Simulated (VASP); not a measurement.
Write the native input for VASP 6.6.1 that does the following.

```yaml
Task: relaxation of the atoms
Functional: PBE
Dispersion: D3(BJ)
Potentials_or_basis: VASP PAW PBE potentials, release 64 (Te, Mo_sv)
Cutoff: 520 eV
k_mesh: 10 × 6 × 1
Occupations: gaussian, width 0.1 eV
Spin: no spin polarisation
Dipole_correction: yes
Further_INCAR_settings: ALGO = Normal; EDIFF = 1e-06; IBRION = 2; EDIFFG = -0.01; NSW = 60
```

The structure of Te2Mo lies in POSCAR:

```
Te2Mo
1.0
    3.6253260664      0.0000000000      0.0000000000
    0.0000000000      6.7779040682      0.0000000000
    0.0000000000      0.0000000000     34.2184459082
Te Mo
4 2
Direct
    0.2500000000      0.5003552001      0.4394676046
    0.7500000000      0.9910290153      0.4562515135
    0.2500000000      0.8552625907      0.5437484865
    0.7500000000      0.3459364059      0.5605323954
    0.7500000000      0.6056101595      0.4974875850
    0.2500000000      0.2406814465      0.5025124150
```

This cell differs from its parent crystal: biaxial strain +0.070.

The input as run:

INCAR

```
SYSTEM = Te2Mo
PREC = Accurate
ENCUT = 520
EDIFF = 1E-6
ISMEAR = 0
SIGMA = 0.1
LREAL = .False.
LASPH = .True.
NELM = 80
ALGO = Normal
ISIF = 2
LWAVE = .False.
LCHARG = .False.
LDIPOL = .True.
IDIPOL = 3
DIPOL = 0.5 0.5 0.500
GGA = PE
IVDW = 12
IBRION = 2
NSW = 60
EDIFFG = -0.01
KPAR = 4
```

KPOINTS

```
regular mesh
0
Gamma
  10 6 1
  0 0 0
```

Potentials or basis: VASP PAW PBE potentials, release 64 (Te, Mo_sv).

The run is started by

```console
$ cat potpaw_PBE.64/Te/POTCAR potpaw_PBE.64/Mo_sv/POTCAR > POTCAR
$ mpirun -np 4 vasp_std > vasp.out
```

It gave:

| Quantity | Value |
| --- | --- |
| Energy gained by relaxing | 32.3 meV/atom |
| Ionic steps | 14 |
| Largest force after relaxing | 0.009 eV/Å |
| Band gap on the k mesh | zero (filled and empty bands overlap) |
| Dispersion energy per atom | -0.355 eV |

Caveat: the cell differs from its parent crystal (biaxial strain +0.070); spin-orbit coupling is left out, which moves the levels of the heavy elements.

Run time: 15 min on 4 MPI ranks on Intel(R) Xeon(R) 6975P-C (Granite Rapids), on a shared host, peak memory 1.2 GiB a rank.
